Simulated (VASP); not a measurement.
# NbRu3C (Pm-3m) in VASP: further runs

Runs on NbRu3C. Level: PBE. Tasks: single point.

Everything below comes from runs of VASP 6.6.1. Logs are shortened: lines on timing, memory, paths and dates and some standing lists are left out, and cuts for length are marked.

### 1 The cell of the first run

Symmetry: Pm-3m, No. 221, cubic system. Conventional cell: a = 3.982 Å, b = 3.982 Å, c = 3.982 Å, α = 90.00°, β = 90.00°, γ = 90.00°. Nb (site symmetry m-3m) has 12 Ru at 2.82 Å and 8 C at 3.45 Å within 3.7 Å. Ru (site symmetry 4/mmm) has 2 C at 1.99 Å within 2.6 Å. C (site symmetry m-3m) has 6 Ru at 1.99 Å within 2.6 Å.

### 2 Single point, PBE

Input file INCAR:

```
SYSTEM = NbRu3C
PREC     = Accurate       ! precision mode
ENCUT    = 520            ! plane-wave cutoff, eV
EDIFF    = 1E-6           ! SCF threshold, eV
ISMEAR   = -1             ! smearing method
SIGMA    = 0.1            ! smearing width, eV
LREAL    = .FALSE.        ! projectors in reciprocal space
LASPH    = .TRUE.         ! aspherical terms in the spheres
NELM     = 100            ! most SCF steps
ALGO     = Normal         ! electronic algorithm
ISIF     = 2              ! what is computed and relaxed
LWAVE    = .FALSE.        ! write WAVECAR
LCHARG   = .FALSE.        ! write CHGCAR
GGA      = PE             ! functional
NBANDS   = 38             ! bands
```

Input file KPOINTS:

```
regular mesh
0
G
  6 6 6
  0 0 0
```

Input file POSCAR:

```
NbRu3C
1.0
    3.9821546740      0.0000000000      0.0000000000
    0.0000000000      3.9821546740      0.0000000000
    0.0000000000      0.0000000000      3.9821546740
Nb Ru C
1 3 1
Direct
    0.0000000000      0.0000000000      0.0000000000
    0.0000000000      0.5000000000      0.5000000000
    0.5000000000      0.0000000000      0.5000000000
    0.5000000000      0.5000000000      0.0000000000
    0.5000000000      0.5000000000      0.5000000000
```

Potentials or basis: VASP PAW PBE potentials, release 64 (Nb_sv, Ru_pv, C).

Command:

```
cat potpaw_PBE.64/Nb_sv/POTCAR potpaw_PBE.64/Ru_pv/POTCAR potpaw_PBE.64/C/POTCAR > POTCAR
mpirun -np 1 vasp_std > vasp.out
```

OUTCAR:

```text
SYSTEM = NbRu3C
   PREC = Accurate
   ENCUT = 520
   EDIFF = 1E-6
   ISMEAR = -1
   LREAL = .FALSE.
   LASPH = .TRUE.
   NELM = 100
   ISIF = 2
   GGA = PE

 ion  position               nearest neighbor table
   1  0.000  0.000  0.000-   2 2.82   3 2.82   4 2.82   2 2.82   3 2.82   2 2.82   4 2.82   2 2.82
                             3 2.82   4 2.82   3 2.82   4 2.82
   2  0.000  0.500  0.500-   5 1.99   5 1.99   4 2.82   1 2.82   1 2.82   4 2.82   1 2.82   3 2.82
                             1 2.82   3 2.82   4 2.82   3 2.82   4 2.82   3 2.82
   3  0.500  0.000  0.500-   5 1.99   5 1.99   4 2.82   1 2.82   1 2.82   4 2.82   2 2.82   4 2.82
                             2 2.82   4 2.82   1 2.82   2 2.82   1 2.82   2 2.82
   4  0.500  0.500  0.000-   5 1.99   5 1.99   3 2.82   1 2.82   2 2.82   3 2.82   2 2.82   1 2.82
                             3 2.82   3 2.82   1 2.82   2 2.82   2 2.82   1 2.82
   5  0.500  0.500  0.500-   2 1.99   3 1.99   4 1.99   4 1.99   3 1.99   2 1.99

  LATTYP: Found a simple cubic cell.
 ALAT       =     3.9821546740

  Lattice vectors:

 A1 = (   3.9821546740,   0.0000000000,   0.0000000000)
 A2 = (   0.0000000000,   3.9821546740,   0.0000000000)
 A3 = (   0.0000000000,   0.0000000000,   3.9821546740)

Analysis of symmetry for initial positions (statically):
=====================================================================
 Subroutine PRICEL returns:
 Original cell was already a primitive cell.

 Routine SETGRP: Setting up the symmetry group for a
 simple cubic supercell.

 Subroutine GETGRP returns: Found 48 space group operations
 (whereof 48 operations were pure point group operations)
 out of a pool of 48 trial point group operations.

The static configuration has the point symmetry O_h .

Analysis of symmetry for dynamics (positions and initial velocities):
=====================================================================
 Subroutine PRICEL returns:
 Original cell was already a primitive cell.

 Routine SETGRP: Setting up the symmetry group for a
 simple cubic supercell.

 Subroutine GETGRP returns: Found 48 space group operations
 (whereof 48 operations were pure point group operations)
 out of a pool of 48 trial point group operations.

The dynamic configuration has the point symmetry O_h .

 Subroutine INISYM returns: Found 48 space group operations
 (whereof 48 operations are pure point group operations),
 and found     1 'primitive' translations

----------------------------------------------------------------------------------------

                                     Primitive cell

  volume of cell :      63.1472

  direct lattice vectors                    reciprocal lattice vectors
     3.982154674  0.000000000  0.000000000     0.251120331  0.000000000  0.000000000
     0.000000000  3.982154674  0.000000000     0.000000000  0.251120331  0.000000000
     0.000000000  0.000000000  3.982154674     0.000000000  0.000000000  0.251120331

  length of vectors
     3.982154674  3.982154674  3.982154674     0.251120331  0.251120331  0.251120331

  position of ions in fractional coordinates (direct lattice)
     0.000000000  0.000000000  0.000000000
     0.000000000  0.500000000  0.500000000
     0.500000000  0.000000000  0.500000000
     0.500000000  0.500000000  0.000000000
     0.500000000  0.500000000  0.500000000

  ion indices of the primitive-cell ions
   primitive index   ion index
                 1           1
                 2           2
                 3           3
                 4           4
                 5           5

----------------------------------------------------------------------------------------

 KPOINTS: regular mesh

Automatic generation of k-mesh.
 Grid dimensions read from file:
 generate k-points for:    6    6    6

 Generating k-lattice:

  Cartesian coordinates                     Fractional coordinates (reciprocal lattice)
     0.041853389  0.000000000  0.000000000     0.166666667  0.000000000  0.000000000
     0.000000000  0.041853389  0.000000000     0.000000000  0.166666667  0.000000000
     0.000000000  0.000000000  0.041853389     0.000000000  0.000000000  0.166666667

  Length of vectors
     0.041853389  0.041853389  0.041853389

  Shift w.r.t. Gamma in fractional coordinates (k-lattice)
     0.000000000  0.000000000  0.000000000

 Subroutine IBZKPT returns following result:
 ===========================================

 Found     20 irreducible k-points:

 Following reciprocal coordinates:
            Coordinates               Weight
  0.000000  0.000000  0.000000      1.000000
  0.166667  0.000000  0.000000      6.000000
  0.333333  0.000000  0.000000      6.000000
  0.500000  0.000000  0.000000      3.000000
  0.166667  0.166667  0.000000     12.000000
  0.333333  0.166667  0.000000     24.000000
[... 12 lines left out ...]
  0.500000  0.500000  0.333333      6.000000
  0.500000  0.500000  0.500000      1.000000
   k-points           NKPTS =     20   k-points in BZ     NKDIM =     20   number of bands    NBANDS=     38
   number of dos      NEDOS =    301   number of ions     NIONS =      5
   total plane-waves  NPLWV =  27000
   dimension x,y,z NGX =    30 NGY =   30 NGZ =   30
   dimension x,y,z NGXF=    60 NGYF=   60 NGZF=   60
   ions per type =               1   3   1
   NGX,Y,Z   is equivalent  to a cutoff of  12.52, 12.52, 12.52 a.u.
   NGXF,Y,Z  is equivalent  to a cutoff of  25.05, 25.05, 25.05 a.u.
 SYSTEM =  NbRu3C
   PREC   = accura    normal or accurate (medium, high low for compatibility)
   ISTART =      0    job   : 0-new  1-cont  2-samecut
   ICHARG =      2    charge: 1-file 2-atom 10-const
   ISPIN  =      1    spin polarized calculation?
   LNONCOLLINEAR =      F non collinear calculations
   LSORBIT =      F    spin-orbit coupling
   LASPH  =      T    aspherical Exc in radial PAW
   ENCUT  =  520.0 eV  38.22 Ry    6.18 a.u.   7.40  7.40  7.40*2*pi/ulx,y,z
   NELM   =    100;   NELMIN=  2; NELMDL= -5     # of ELM steps
   EDIFF  = 0.1E-05   stopping-criterion for ELM
   LREAL  =      F    real-space projection
   EDIFFG = 0.1E-04   stopping-criterion for IOM
   NSW    =      0    number of steps for IOM
   IBRION =     -1    ionic relax: 0-MD 1-quasi-New 2-CG
   NFREE  =      0    steps in history (QN), initial steepest desc. (CG)
   ISIF   =      2    stress and relaxation
   ISYM   =      2    0-nonsym 1-usesym 2-fastsym
   POTIM  = 0.5000    time-step for ionic-motion
   TEBEG  =    0.0;   TEEND  =   0.0 temperature during run
   PSTRESS=    0.0 pullay stress
   NELECT =      59.0000    total number of electrons
   NUPDOWN=      -1.0000    fix difference up-down
   EMIN   =  10.00;   EMAX   =-10.00  energy-range for DOS
   EFERMI =   0.00;   METHOD = LEGACY
   ISMEAR =    -1;   SIGMA  =   0.10  broadening in eV -4-tet -1-fermi 0-gaus
   EFERMI_NEDOS =   21; number of points for ismear=-14 and -15
   IALGO  =     38    algorithm
   IMIX   =      4    mixing-type and parameters
     AMIX     =   0.40;   BMIX     =  1.00
     AMIX_MAG =   1.60;   BMIX_MAG =  1.00
  volume/ion in A,a.u.               =      12.63        85.23
  Fermi-wavevector in a.u.,A,eV,Ry     =   1.600445  3.024402 34.850285  2.561424
  Thomas-Fermi vector in A             =   2.697579
   LORBIT       =      0    0 simple, 1 ext, 2 COOP (PROOUT), +10 PAW based schemes
   GGA     = PE    functional components
   LHFCALC =     F    Hartree Fock is set to
   AEXX    =    0.0000 exact exchange contribution
   IVDW    =     0    specifies the selected vdW correction
   LEPSILON=     F    determine dielectric tensor
   LRPA    =     F    only Hartree local field effects (RPA)
 non-spin polarized calculation
  energy-cutoff  :      520.00
  volume of cell :       63.15
 maximum number of plane-waves:      1743
 NGX is ok and might be reduce to    30
   NGX = 15   NGY = 15   NGZ = 15

 number of electron      58.9999987 magnetization

 Free energy of the ion-electron system (eV)
  ---------------------------------------------------
  ext. energy  EPLUGINS =         0.00000000
  ---------------------------------------------------
  free energy    TOTEN  =       -47.24663123 eV

  energy without entropy =      -47.13377495  energy(sigma->0) =      -47.19020309

 E-fermi :  13.1752     XC(G=0): -13.6948

 val. band max:       13.1503385309   @ k =   0.5000   0.1667   0.1667
 cond. band min:      13.1757341359   @ k =   0.5000   0.1667   0.1667
 fundamental gap:      0.0253956050
 Fermi energy:        13.1751930986

 k-point     1 :       0.0000    0.0000    0.0000
  band No.  band energies     occupation
      1     -42.7989      2.00000
      2     -30.7206      2.00000
      3     -30.7206      2.00000
      4     -30.7206      2.00000
      5     -29.9909      2.00000
      6     -29.9909      2.00000
[... 30 lines left out ...]
     37      16.3737      0.00000
     38      18.5848      0.00000

 k-point     2 :       0.1667    0.0000    0.0000
  band No.  band energies     occupation
      1     -42.7991      2.00000
      2     -30.7102      2.00000
      3     -30.7102      2.00000
      4     -30.7023      2.00000
      5     -30.0045      2.00000
      6     -29.9995      2.00000
[... 30 lines left out ...]
     37      16.3569      0.00000
     38      18.1984      0.00000

 k-point     3 :       0.3333    0.0000    0.0000
  band No.  band energies     occupation
      1     -42.7994      2.00000
      2     -30.6883      2.00000
      3     -30.6883      2.00000
      4     -30.6622      2.00000
      5     -30.0485      2.00000
      6     -30.0221      2.00000
[... 30 lines left out ...]
     37      16.3289      0.00000
[... 617 lines left out ...]
 k-point    19 :       0.5000    0.5000    0.3333
  band No.  band energies     occupation
      1     -42.7963      2.00000
      2     -31.0673      2.00000
      3     -30.4367      2.00000
      4     -30.3938      2.00000
      5     -30.2394      2.00000
      6     -30.2151      2.00000
[... 30 lines left out ...]
     37      16.4976      0.00000
     38      18.5462      0.00000

 k-point    20 :       0.5000    0.5000    0.5000
  band No.  band energies     occupation
      1     -42.7957      2.00000
      2     -31.1082      2.00000
      3     -30.3937      2.00000
      4     -30.3937      2.00000
      5     -30.2430      2.00000
      6     -30.2430      2.00000
[... 30 lines left out ...]
     37      15.6242      0.00000
     38      18.9714      0.00000

------------------------ aborting loop because EDIFF is reached ----------------------------------------

  FORCE on cell =-STRESS in cart. coord.  units (eV):
  Direction    XX          YY          ZZ          XY          YZ          ZX
  --------------------------------------------------------------------------------------
  -------------------------------------------------------------------------------------
  Total        6.2496112      6.2496112      6.2496112     -0.0000000      0.0000000     -0.0000000
  in kB      158.5656858    158.5656858    158.5656858     -0.0000000      0.0000000     -0.0000000
  external PRESSURE =     158.5656858 kB  Pullay stress =       0.0000000 kB

 VOLUME and BASIS-vectors are now :
 -----------------------------------------------------------------------------
  energy-cutoff  :      520.00
  volume of cell :       63.15
      direct lattice vectors                 reciprocal lattice vectors
     3.982154674  0.000000000  0.000000000     0.251120331  0.000000000  0.000000000
     0.000000000  3.982154674  0.000000000     0.000000000  0.251120331  0.000000000
     0.000000000  0.000000000  3.982154674     0.000000000  0.000000000  0.251120331

 POSITION                                       TOTAL-FORCE (eV/Angst)
 -----------------------------------------------------------------------------------
      0.00000      0.00000      0.00000         0.000000      0.000000      0.000000
      0.00000      1.99108      1.99108         0.000000      0.000000      0.000000
      1.99108      0.00000      1.99108         0.000000      0.000000      0.000000
      1.99108      1.99108      0.00000         0.000000      0.000000      0.000000
      1.99108      1.99108      1.99108         0.000000      0.000000      0.000000
 -----------------------------------------------------------------------------------
    total drift:                                0.000000      0.000000     -0.000000

  FREE ENERGIE OF THE ION-ELECTRON SYSTEM (eV)
  ---------------------------------------------------
  free  energy   TOTEN  =       -47.2466312293 eV

  energy  without entropy=      -47.1337749487  energy(sigma->0) =      -47.19020309
```

It took 72 s on 1 thread of AMD EPYC 7R13, shared host; peak memory 0.16 GiB.

What came out:

| Item | Value |
| --- | --- |
| Free energy | -47.2466 eV |
| Pressure | 15.9 GPa |
| Band gap on the k mesh | zero (an odd number of electrons rules out a gap without spin polarisation) |

Levels at points of the mesh, in eV from the Fermi level:
```
           k point  band 27  band 28  band 29  band 30  band 31  band 32
(0.00, 0.00, 0.00)    -1.48    -1.48     0.69     0.75     0.75     0.75
(0.50, 0.00, 0.00)    -1.52    -1.52    -0.82    -0.33    -0.33     0.59
(0.50, 0.50, 0.00)    -2.58    -1.77    -1.37    -1.01     0.40     0.40
(0.50, 0.50, 0.50)     0.24     0.24     0.24     0.48     0.48     0.48
```

Caveat: the cell stands under pressure.

(Continued in part 2 of 2.)
